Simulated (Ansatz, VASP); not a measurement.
## SbW in VASP and in Ansatz

The input INCAR:

```
  PREC = Accurate
  ENCUT = 520
  EDIFF = 1E-6
  ISMEAR = -1
  SIGMA = 0.08
  LREAL = False
  LASPH = True
  NELM = 80
  ALGO = Normal
  ISIF = 2
  LWAVE = False
  LCHARG = False
  GGA = PE
  NBANDS = 16
```

The input KPOINTS:

```
Automatic mesh
0
Gamma
  12 12 12
```

POSCAR

```
SbW
1.0
    3.1415593459      0.0000000000      0.0000000000
    0.0000000000      3.1415593459      0.0000000000
    0.0000000000      0.0000000000      3.1415593459
W Sb
1 1
Direct
    0.0000000000      0.0000000000      0.0000000000
    0.5000000000      0.5000000000      0.5000000000
```

Input for Ansatz:

```yaml
crystal:
  lattice:
    - [3.1415593459, 0.0, 0.0]
    - [0.0, 3.1415593459, 0.0]
    - [0.0, 0.0, 3.1415593459]
  atoms:
    - { symbol: W, position: [0.0, 0.0, 0.0] }
    - { symbol: Sb, position: [0.5, 0.5, 0.5] }
kpoints:
  mp_grid: { grid: [12, 12, 12] }
scf:
  occupations: { method: fermi_dirac, width: 0.08 }
hamiltonian:
  xc: pbe
  pseudopotentials: { kind: all_electron, lapw: { basis_error: 0.001 } }
output:
  forces: true
  stress: true
  eigenvalues: true
  populations: true
```

Change from the starting cell: volume scaled by 0.84, LAPW.

Alike in both runs: task single point; functional PBE; k mesh 12 × 12 × 12; occupations fermi-dirac, width 0.08 eV; no spin polarisation.

```csv
,VASP,Ansatz
version,VASP 6.6.1,Ansatz 0.2.0
potentials or method,"VASP PAW PBE potentials, release 64 (W_sv, Sb), cutoff 520 eV","all-electron LAPW, scalar-relativistic"
```

|  | VASP | Ansatz | Ansatz less VASP |
| --- | --- | --- | --- |
| pressure (GPa) | 46.6 | 46.2 | -0.41 |

Both programs put the cell under a high pressure, so it lies far from rest at this level. Ansatz ran all-electron here, and VASP with PAW potentials.

Spin-orbit coupling is off throughout.
